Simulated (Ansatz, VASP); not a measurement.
# Two plane-wave programs on NaF

```xyz
2
Lattice="0.0000 2.3151 2.3151 2.3151 0.0000 2.3151 2.3151 2.3151 0.0000" Properties=species:S:1:pos:R:3 pbc="T T T"
Na    0.0000    0.0000    0.0000
F     2.3151    2.3151    2.3151
```

Alike in both runs: functional PBEsol; k mesh 8 × 8 × 8; occupations gaussian, width 0.02 eV; no spin polarisation.

Ansatz relaxed the structure, and its values are those at the end. VASP's run is a single point on that final structure, the one shown.

|  | VASP | Ansatz |
| --- | --- | --- |
| version | VASP 6.6.1 | Ansatz 0.2.0 |
| potentials or method | VASP PAW PBE potentials, release 64 (Na_pv, F), cutoff 520 eV | scalar-relativistic, plane waves, PAW |
| valence electrons in the cell | 14 | 16 |

|  | VASP | Ansatz | Ansatz less VASP |
| --- | --- | --- | --- |
| gap on the k mesh at the Fermi level (eV) | 6.17 | 6.19 | +0.022 |
| least direct gap on the mesh (eV) | 6.17 | 6.19 | +0.022 |
| pressure (GPa) | -0.1 | 0.0 | +0.08 |

VASP's potentials were made for PBE, not for PBEsol. With one functional, cell and mesh, what is left measures potentials, basis and numerics. VASP's potentials hold 14 valence electrons a cell and Ansatz's 16, so a difference there can come from the potentials and not from the codes.
